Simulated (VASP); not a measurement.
# Sn (Fd-3m) in VASP: further runs

Runs on Sn. Level: PBEsol. Tasks: single point, relaxation of cell and atoms.

Everything below comes from runs of VASP 6.6.1. Logs are shortened: lines on timing, memory, paths and dates and some standing lists are left out, and cuts for length are marked.

### 1 The cell of the first run

It takes space group Fd-3m (No. 227, cubic). Conventional cell: a = 5.378 Å, b = 5.378 Å, c = 5.378 Å, α = 90.00°, β = 90.00°, γ = 90.00°. Sn (site symmetry -43m) has 4 Sn at 2.33 Å within 3.1 Å.

### 2 Single point, PBEsol

The input, INCAR:

```
SYSTEM = Sn
  PREC = Accurate
  ENCUT = 520
  EDIFF = 1E-6
  ISMEAR = -1
  SIGMA = 0.1
  LREAL = .False.
  LASPH = .True.
  NELM = 60
  ALGO = Normal
  ISIF = 2
  LWAVE = .False.
  LCHARG = .False.
  GGA = PS
  NBANDS = 21
```

The input, KPOINTS:

```
Automatic mesh
0
Gamma
  12 12 12
  0 0 0
```

The input, POSCAR:

```
Sn
1.0
    0.0000000000      2.6890486500      2.6890486500
    2.6890486500      0.0000000000      2.6890486500
    2.6890486500      2.6890486500      0.0000000000
Sn
2
Direct
   -0.1250000000     -0.1250000000     -0.1250000000
    0.1250000000      0.1250000000      0.1250000000
```

Potentials or basis: VASP PAW PBE potentials, release 64 (Sn_d).

Launch:

```console
$ cat potpaw_PBE.64/Sn_d/POTCAR > POTCAR
$ mpirun -np 1 vasp_std > vasp.out
```

OUTCAR:

```text
SYSTEM = Sn
   PREC = Accurate
   ENCUT = 520
   EDIFF = 1E-6
   ISMEAR = -1
   LREAL = .False.
   LASPH = .True.
   NELM = 60
   ISIF = 2
   GGA = PS

 ion  position               nearest neighbor table
   1  0.875  0.875  0.875-   2 2.33   2 2.33   2 2.33   2 2.33
   2  0.125  0.125  0.125-   1 2.33   1 2.33   1 2.33   1 2.33

  LATTYP: Found a face centered cubic cell.
 ALAT       =     5.3780973000

  Lattice vectors:

 A1 = (   0.0000000000,   2.6890486500,   2.6890486500)
 A2 = (   2.6890486500,   0.0000000000,   2.6890486500)
 A3 = (   2.6890486500,   2.6890486500,   0.0000000000)

Analysis of symmetry for initial positions (statically):
=====================================================================
 Subroutine PRICEL returns:
 Original cell was already a primitive cell.

 Routine SETGRP: Setting up the symmetry group for a
 face centered cubic supercell.

 Subroutine GETGRP returns: Found 48 space group operations
 (whereof 12 operations were pure point group operations)
 out of a pool of 48 trial point group operations.

The static configuration has the point symmetry D_3d.
 The point group associated with its full space group is O_h .

Analysis of symmetry for dynamics (positions and initial velocities):
=====================================================================
 Subroutine PRICEL returns:
 Original cell was already a primitive cell.

 Routine SETGRP: Setting up the symmetry group for a
 face centered cubic supercell.

 Subroutine GETGRP returns: Found 48 space group operations
 (whereof 12 operations were pure point group operations)
 out of a pool of 48 trial point group operations.

The dynamic configuration has the point symmetry D_3d.
 The point group associated with its full space group is O_h .

 Subroutine INISYM returns: Found 48 space group operations
 (whereof 12 operations are pure point group operations),
 and found     1 'primitive' translations

----------------------------------------------------------------------------------------

                                     Primitive cell

  volume of cell :      38.8889

  direct lattice vectors                    reciprocal lattice vectors
     0.000000000  2.689048650  2.689048650    -0.185939366  0.185939366  0.185939366
     2.689048650  0.000000000  2.689048650     0.185939366 -0.185939366  0.185939366
     2.689048650  2.689048650  0.000000000     0.185939366  0.185939366 -0.185939366

  length of vectors
     3.802889071  3.802889071  3.802889071     0.322056428  0.322056428  0.322056428

  position of ions in fractional coordinates (direct lattice)
     0.875000000  0.875000000  0.875000000
     0.125000000  0.125000000  0.125000000

  ion indices of the primitive-cell ions
   primitive index   ion index
                 1           1
                 2           2

----------------------------------------------------------------------------------------

 KPOINTS: Automatic mesh

Automatic generation of k-mesh.
 Grid dimensions read from file:
 generate k-points for:   12   12   12

 Generating k-lattice:

  Cartesian coordinates                     Fractional coordinates (reciprocal lattice)
    -0.015494947  0.015494947  0.015494947     0.083333333  0.000000000  0.000000000
     0.015494947 -0.015494947  0.015494947     0.000000000  0.083333333  0.000000000
     0.015494947  0.015494947 -0.015494947     0.000000000  0.000000000  0.083333333

  Length of vectors
     0.026838036  0.026838036  0.026838036

  Shift w.r.t. Gamma in fractional coordinates (k-lattice)
     0.000000000  0.000000000  0.000000000

 Subroutine IBZKPT returns following result:
 ===========================================

 Found     72 irreducible k-points:

 Following reciprocal coordinates:
            Coordinates               Weight
  0.000000  0.000000  0.000000      1.000000
  0.083333  0.000000  0.000000      8.000000
  0.166667  0.000000  0.000000      8.000000
  0.250000  0.000000  0.000000      8.000000
  0.333333  0.000000  0.000000      8.000000
  0.416667  0.000000  0.000000      8.000000
[... 16 lines left out ...]
  0.500000  0.166667  0.000000     24.000000
 -0.416667  0.166667  0.000000     24.000000
 [... further k-points ...]
   k-points           NKPTS =     72   k-points in BZ     NKDIM =     72   number of bands    NBANDS=     21
   number of dos      NEDOS =    301   number of ions     NIONS =      2
   total plane-waves  NPLWV =  21952
   dimension x,y,z NGX =    28 NGY =   28 NGZ =   28
   dimension x,y,z NGXF=    56 NGYF=   56 NGZF=   56
   ions per type =               2
   NGX,Y,Z   is equivalent  to a cutoff of  12.24, 12.24, 12.24 a.u.
   NGXF,Y,Z  is equivalent  to a cutoff of  24.48, 24.48, 24.48 a.u.
 SYSTEM =  Sn
   PREC   = accura    normal or accurate (medium, high low for compatibility)
   ISTART =      0    job   : 0-new  1-cont  2-samecut
   ICHARG =      2    charge: 1-file 2-atom 10-const
   ISPIN  =      1    spin polarized calculation?
   LNONCOLLINEAR =      F non collinear calculations
   LSORBIT =      F    spin-orbit coupling
   LASPH  =      T    aspherical Exc in radial PAW
   ENCUT  =  520.0 eV  38.22 Ry    6.18 a.u.   7.07  7.07  7.07*2*pi/ulx,y,z
   NELM   =     60;   NELMIN=  2; NELMDL= -5     # of ELM steps
   EDIFF  = 0.1E-05   stopping-criterion for ELM
   LREAL  =      F    real-space projection
   EDIFFG = 0.1E-04   stopping-criterion for IOM
   NSW    =      0    number of steps for IOM
   IBRION =     -1    ionic relax: 0-MD 1-quasi-New 2-CG
   NFREE  =      0    steps in history (QN), initial steepest desc. (CG)
   ISIF   =      2    stress and relaxation
   ISYM   =      2    0-nonsym 1-usesym 2-fastsym
   POTIM  = 0.5000    time-step for ionic-motion
   TEBEG  =    0.0;   TEEND  =   0.0 temperature during run
   PSTRESS=    0.0 pullay stress
   NELECT =      28.0000    total number of electrons
   NUPDOWN=      -1.0000    fix difference up-down
   EMIN   =  10.00;   EMAX   =-10.00  energy-range for DOS
   EFERMI =   0.00;   METHOD = LEGACY
   ISMEAR =    -1;   SIGMA  =   0.10  broadening in eV -4-tet -1-fermi 0-gaus
   EFERMI_NEDOS =   21; number of points for ismear=-14 and -15
   IALGO  =     38    algorithm
   IMIX   =      4    mixing-type and parameters
     AMIX     =   0.40;   BMIX     =  1.00
     AMIX_MAG =   1.60;   BMIX_MAG =  1.00
  volume/ion in A,a.u.               =      19.44       131.22
  Fermi-wavevector in a.u.,A,eV,Ry     =   1.467300  2.772795 29.292916  2.152969
  Thomas-Fermi vector in A             =   2.582934
   LORBIT       =      0    0 simple, 1 ext, 2 COOP (PROOUT), +10 PAW based schemes
   GGA     = PS    functional components
[... 5 lines left out ...]
 non-spin polarized calculation
  energy-cutoff  :      520.00
  volume of cell :       38.89
 maximum number of plane-waves:      1063
   NGX = 15   NGY = 15   NGZ = 15

 number of electron      27.9999983 magnetization

 Free energy of the ion-electron system (eV)
  ---------------------------------------------------
  ext. energy  EPLUGINS =         0.00000000
  ---------------------------------------------------
  free energy    TOTEN  =        -2.98480750 eV

  energy without entropy =       -2.97680751  energy(sigma->0) =       -2.98080750

 E-fermi :  13.4571     XC(G=0): -11.8287

 val. band max:       13.4134004191   @ k =   0.5000   0.5000   0.0000
 cond. band min:      13.4824035027   @ k =   0.5000   0.4167   0.0000
 fundamental gap:      0.0690030836
 Fermi energy:        13.4570711549

 k-point     1 :       0.0000    0.0000    0.0000
  band No.  band energies     occupation
      1     -10.4555      2.00000
      2     -10.4555      2.00000
      3     -10.4555      2.00000
      4     -10.2892      2.00000
      5     -10.2892      2.00000
      6      -9.0713      2.00000
[... 13 lines left out ...]
     20      21.5524      0.00000
     21      21.5524      0.00000

 k-point     2 :       0.0833    0.0000    0.0000
  band No.  band energies     occupation
      1     -10.4849      2.00000
      2     -10.4849      2.00000
      3     -10.4511      2.00000
      4     -10.2493      2.00000
      5     -10.2493      2.00000
      6      -9.0892      2.00000
[... 13 lines left out ...]
     20      21.0873      0.00000
     21      21.0873      0.00000

 k-point     3 :       0.1667    0.0000    0.0000
  band No.  band energies     occupation
      1     -10.5305      2.00000
      2     -10.5305      2.00000
      3     -10.4395      2.00000
      4     -10.1765      2.00000
      5     -10.1765      2.00000
      6      -9.1263      2.00000
[... 13 lines left out ...]
     20      20.6183      0.00000
     21      20.6183      0.00000

 k-point     4 :       0.2500    0.0000    0.0000
  band No.  band energies     occupation
      1     -10.5630      2.00000
      2     -10.5630      2.00000
      3     -10.4238      2.00000
      4     -10.1127      2.00000
      5     -10.1127      2.00000
      6      -9.1576      2.00000
[... 13 lines left out ...]
     20      20.8471      0.00000
     21      20.8623      0.00000

 k-point     5 :       0.3333    0.0000    0.0000
  band No.  band energies     occupation
      1     -10.5788      2.00000
      2     -10.5788      2.00000
      3     -10.4085      2.00000
      4     -10.0735      2.00000
      5     -10.0735      2.00000
      6      -9.1999      2.00000
[... 13 lines left out ...]
     20      21.7952      0.00000
     21      22.4001      0.00000
[... 382 lines left out ...]
     20      23.1635      0.00000
     21      23.6631      0.00000

 k-point    22 :       0.4167    0.1667    0.0000
  band No.  band energies     occupation
      1     -10.6697      2.00000
      2     -10.5805      2.00000
      3     -10.3695      2.00000
      4     -10.0122      2.00000
      5      -9.8844      2.00000
      6      -9.5311      2.00000
[... 13 lines left out ...]
     20      24.0800      0.00000
     21      24.9315      0.00000

 k-point    23 :       0.5000    0.1667    0.0000
  band No.  band energies     occupation
      1     -10.6888      2.00000
      2     -10.6024      2.00000
      3     -10.3111      2.00000
      4      -9.9616      2.00000
      5      -9.9153      2.00000
      6      -9.4859      2.00000
[... 13 lines left out ...]
     20      24.0683      0.00000
     21      24.7769      0.00000

 k-point    24 :      -0.4167    0.1667    0.0000
  band No.  band energies     occupation
      1     -10.6875      2.00000
      2     -10.6220      2.00000
      3     -10.2739      2.00000
      4      -9.9763      2.00000
      5      -9.9201      2.00000
      6      -9.4167      2.00000
[... 13 lines left out ...]
     20      22.7227      0.00000
     21      23.2026      0.00000

 [... further k-points ...]
[... 5 lines left out ...]
  --------------------------------------------------------------------------------------
  -------------------------------------------------------------------------------------
  Total       23.8469377     23.8469377     23.8469377      0.0000000      0.0000000      0.0000000
  in kB      982.4653099    982.4653099    982.4653099      0.0000000      0.0000000      0.0000000
  external PRESSURE =     982.4653099 kB  Pullay stress =       0.0000000 kB

 VOLUME and BASIS-vectors are now :
 -----------------------------------------------------------------------------
  energy-cutoff  :      520.00
  volume of cell :       38.89
      direct lattice vectors                 reciprocal lattice vectors
     0.000000000  2.689048650  2.689048650    -0.185939366  0.185939366  0.185939366
     2.689048650  0.000000000  2.689048650     0.185939366 -0.185939366  0.185939366
     2.689048650  2.689048650  0.000000000     0.185939366  0.185939366 -0.185939366

 POSITION                                       TOTAL-FORCE (eV/Angst)
 -----------------------------------------------------------------------------------
      4.70584      4.70584      4.70584        -0.000000     -0.000000     -0.000000
      0.67226      0.67226      0.67226         0.000000      0.000000      0.000000
 -----------------------------------------------------------------------------------
    total drift:                                0.000000     -0.000000     -0.000000

  FREE ENERGIE OF THE ION-ELECTRON SYSTEM (eV)
  ---------------------------------------------------
  free  energy   TOTEN  =        -2.9848074986 eV

  energy  without entropy=       -2.9768075113  energy(sigma->0) =       -2.98080750
```

It took 23 s on 1 thread of Intel Xeon 6975P-C (Granite Rapids), shared host; peak memory 0.17 GiB.

What came out:

- Free energy: -2.9848 eV
- Pressure: 98.2 GPa
- Band gap on the k mesh: zero (band 14 reaches 14.07 eV, above the bottom of band 15 at 13.27 eV)

Caveat: the PAW data sets were made with another functional, which shifts forces and pressure a little; spin-orbit coupling is left out, which moves the levels of the heavy elements.

### 3 Single point, PBEsol

The input, INCAR:

```
ALGO = Normal
EDIFF = 1E-7
ENCUT = 520
GGA = PS
ISIF = 2
ISMEAR = -1
LASPH = True
LCHARG = False
LREAL = False
LWAVE = False
NBANDS = 21
NELM = 80
PREC = Accurate
SIGMA = 0.1
```

The input, KPOINTS:

```
k-points
0
Gamma
  12 12 12
```

The input, POSCAR:

```
Sn
1.0
    0.0000000000      2.6888175148      2.6888175148
    2.6888175148      0.0000000000      2.6888175148
    2.6888175148      2.6888175148      0.0000000000
Sn
2
Direct
   -0.1250000000     -0.1250000000     -0.1250000000
    0.1250000000      0.1250000000      0.1250000000
```

Potentials or basis: VASP PAW PBE potentials, release 64 (Sn_d).

Launch:

```console
$ cat potpaw_PBE.64/Sn_d/POTCAR > POTCAR
$ mpirun -np 1 vasp_std > vasp.out
```

It took 24 s on 1 thread of Intel Xeon 6975P-C (Granite Rapids), shared host; peak memory 0.18 GiB.

It converged, with:

```
Free energy            : -2.9787 eV
Pressure               : 98.4 GPa
Band gap on the k mesh : zero (band 14 reaches 14.07 eV, above the bottom of band 15 at 13.27 eV)
```

Levels at points of the mesh, in eV from the Fermi level:
```
           k point  band 10  band 11  band 12  band 13  band 14  band 15  band 16  band 17  band 18  band 19
(0.00, 0.00, 0.00)   -22.29   -15.64     0.61     0.61     0.61     2.27     2.27     2.27     3.85     5.05
(0.50, 0.00, 0.00)   -22.22   -12.27    -9.73    -1.94    -1.94     1.93     3.41     3.41     4.43    10.31
(0.50, 0.50, 0.00)   -22.14   -10.11   -10.11    -4.74    -4.74    -0.04    -0.04    11.87    11.87    12.80
```

Caveat: the PAW data sets were made with another functional, which shifts forces and pressure a little; spin-orbit coupling is left out, which moves the levels of the heavy elements.

[end of part 1 of 3]
